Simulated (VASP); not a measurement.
Wanted: the native input for a VASP 6.6.1 run.

| Quantity | Value |
| --- | --- |
| Task | relaxation of cell and atoms |
| Functional | PBEsol |
| Potentials or basis | VASP PAW PBE potentials, release 64 (Li_sv, H) |
| Cutoff | 600 eV |
| k mesh | 10 × 10 × 10 |
| Occupations | gaussian, width 0.01 eV |
| Spin | no spin polarisation |
| Target pressure | -2 GPa |
| Dipole correction | no |
| Further INCAR settings | ALGO = Normal; EDIFF = 1e-06; IBRION = 2; EDIFFG = -0.002; NSW = 100; ISIF = 3 |

The structure of LiH lies in POSCAR:

```
LiH
1.0
    1.9903724901      1.9903724901      0.0000000000
   -1.9903724901      1.9903724901      0.0000000000
    0.0000000000      1.9903724901      1.9903724901
Li H
1 1
Direct
    0.0000000000      0.0000000000      0.0000000000
    0.5000000000      0.5000000000      0.0000000000
```

One way to write it, as run:

INCAR

```
SYSTEM = LiH
ALGO     = Normal         ! electronic algorithm
EDIFF    = 1E-6           ! SCF threshold, eV
EDIFFG   = -0.002         ! ionic threshold
ENCUT    = 600            ! plane-wave cutoff, eV
GGA      = PS             ! functional
IBRION   = 2              ! ionic algorithm
ISIF     = 3              ! what is computed and relaxed
ISMEAR   = 0              ! smearing method
LASPH    = .True.         ! aspherical terms in the spheres
LCHARG   = .False.        ! write CHGCAR
LREAL    = .False.        ! projectors in reciprocal space
LWAVE    = .False.        ! write WAVECAR
NELM     = 60             ! most SCF steps
NSW      = 100            ! ionic steps
PREC     = Accurate       ! precision mode
PSTRESS  = -20.0        
SIGMA    = 0.01           ! smearing width, eV
```

KPOINTS

```
k-points
0
Gamma
  10 10 10
  0 0 0
```

Potentials or basis: VASP PAW PBE potentials, release 64 (Li_sv, H).

Command:

```bash
$ cat potpaw_PBE.64/Li_sv/POTCAR potpaw_PBE.64/H/POTCAR > POTCAR
$ mpirun -np 1 vasp_std > vasp.out
```

It gave:

```json
{"Relaxed volume": "8.33 Å³/atom", "Relaxed cell": "a = 2.867 Å, b = 2.867 Å, c = 2.867 Å, α = 60.00°, β = 60.00°, γ = 90.00°", "Space group after relaxing (to 0.05 Å)": "Fm-3m (No. 225)", "Energy change on relaxing (the enthalpy is what falls)": "+3.1 meV/atom", "Ionic steps": "4", "Pressure after relaxing": "-2.0 GPa", "Band gap on the k mesh": "2.77 eV, direct"}
```

Caveat: the cutoff is under 1.25 times the usual one of these potentials, so pressure, stress and relaxed cells hold a basis-set (Pulay) error; the cell is relaxed towards a set pressure, so the enthalpy falls and the energy may rise; the PAW data sets were made with another functional, which shifts forces and pressure a little.

It took 43 s on 1 thread of AMD EPYC 7R13, on a shared host, peak memory 0.1 GiB.
